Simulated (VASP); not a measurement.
Wanted: the native input for a VASP 6.6.1 run.

```
Task                   : single point
Functional             : PBE
Potentials or basis    : VASP PAW PBE potentials, release 64 (Te, Mo_sv)
Cutoff                 : 500 eV
k mesh                 : 6 × 6 × 4
Occupations            : gaussian, width 0.1 eV
Spin                   : no spin polarisation
Dipole correction      : no
Further INCAR settings : ALGO = Normal; EDIFF = 1e-06; NBANDS = 24
```

The structure of TeMo2 lies in POSCAR:

```
TeMo2
1.0
    3.2311287796      0.0000000000      0.0000000000
   -1.6155643898      2.7982396060      0.0000000000
    0.0000000000      0.0000000000      6.4287795565
Te Mo
1 2
Direct
    0.0000000000      0.0000000000      0.5000000000
    0.6666666667      0.3333333333      0.8681405553
    0.3333333333      0.6666666667      0.1318594447
```

The cell was built from a structure type or drawn by symmetry, and may not be a known phase.

These files were run (other wordings do the same):

INCAR

```
SYSTEM = TeMo2
ALGO = Normal ; EDIFF = 1E-6
ENCUT = 500 ; GGA = PE
GGA_COMPAT = .FALSE. ; ISIF = 2
ISMEAR = 0 ; LASPH = .TRUE.
LCHARG = .TRUE. ; LELF = .TRUE.
LREAL = .FALSE. ; LVHAR = .TRUE.
LWAVE = .FALSE. ; NBANDS = 24
NELM = 120 ; PREC = Accurate
SIGMA = 0.1
```

KPOINTS

```
k-points
0
G
  6 6 4
  0 0 0
```

Potentials or basis: VASP PAW PBE potentials, release 64 (Te, Mo_sv).

Run with:

```sh
$ cat potpaw_PBE.64/Te/POTCAR potpaw_PBE.64/Mo_sv/POTCAR > POTCAR
$ mpirun -np 1 vasp_std > vasp.out
```

Results of the run:

The pressure is 0.2 GPa, the largest force is 0.079 eV/Å and the band gap on the k mesh is zero (bands 17 and 18 overlap by 2.62 eV).

Caveat: the k points lie up to 0.37 Å⁻¹ apart, too coarse for converged energies and pressures of a metal; spin-orbit coupling is left out, which moves the levels of the heavy elements.

Wall time 19 s on 1 thread of AMD EPYC 9R45 96-Core Processor (Zen 5), on a shared host, peak memory 0.15 GiB.
